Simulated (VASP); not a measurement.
Input of a VASP 6.6.1 run:

Contents of POSCAR:

```
LiH
1.0
    0.0066766495      2.0096714906      2.0096714906
    2.0096714906      0.0066766495      2.0096714906
    2.0096714906      2.0096714906      0.0066766495
Li H
1 1
Direct
    0.0000000000      0.0000000000      0.0000000000
    0.5000000000      0.5000000000      0.5000000000
```

INCAR.step1

```
PREC = Accurate
ENCUT = 520
EDIFF = 1E-5
ISMEAR = 0
SIGMA = 0.01
LREAL = F
LASPH = T
NELM = 60
ALGO = Normal
ISIF = 2
LWAVE = T
GGA = PE
NBANDS = 9
```

INCAR.step2

```
PREC = Accurate
ENCUT = 520
EDIFF = 1E-6
ISMEAR = 0
SIGMA = 0.01
LREAL = F
LASPH = T
NELM = 60
ALGO = Normal
ISIF = 2
LWAVE = F
LCHARG = T
GGA = PE
LHFCALC = T
HFSCREEN = 0.2079
PRECFOCK = Normal
LELF = T
LVHAR = T
ISTART = 1
NBANDS = 9
```

Contents of KPOINTS:

```
regular mesh
0
Gamma
  8 8 8
```

Potentials or basis: VASP PAW PBE potentials, release 64 (Li_sv, H).

Command:

```console
$ cat potpaw_PBE.64/Li_sv/POTCAR potpaw_PBE.64/H/POTCAR > POTCAR
$ cp INCAR.step1 INCAR
$ mpirun -np 1 vasp_std > vasp.out
$ cp INCAR.step2 INCAR
$ mpirun -np 1 vasp_std > vasp.out
```

**Question.** Estimate the band gap on the k mesh.

**Answer.** 3.97 eV.

Caveat: the cell differs from its parent crystal (strain along [111] +0.5%). A k mesh can miss the band edges.
